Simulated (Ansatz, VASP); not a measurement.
One calculation of BeS, two programs

```xyz
2
Lattice="0.0000 2.4350 2.4350 2.4350 0.0000 2.4350 2.4350 2.4350 0.0000" Properties=species:S:1:pos:R:3 pbc="T T T"
Be    0.0000    0.0000    0.0000
S     1.2175    1.2175    1.2175
```

Alike in both runs: task relaxation of cell and atoms; functional PBE; k mesh 8 × 8 × 8; occupations gaussian, width 0.02 eV; no spin polarisation.

|  | VASP | Ansatz |
| --- | --- | --- |
| version | VASP 6.6.1 | Ansatz 0.2.0 |
| potentials or method | VASP PAW PBE potentials, release 64 (Be, S), cutoff 600 eV | scalar-relativistic, plane waves, PAW |
| valence electrons in the cell | 8 | 8 |

VASP gave:

```
gap on the k mesh at the Fermi level, each at its own relaxed structure (eV) : 3.15
relaxed volume (Å³/atom)                                                     : 14.50
relaxed cell length with the largest relative difference (Å)                 : 3.448
```

Task: What did Ansatz give for the same quantities?

Result: gap on the k mesh at the Fermi level, each at its own relaxed structure (eV): 3.15; relaxed volume (Å³/atom): 14.49; relaxed cell length with the largest relative difference (Å): 3.448.
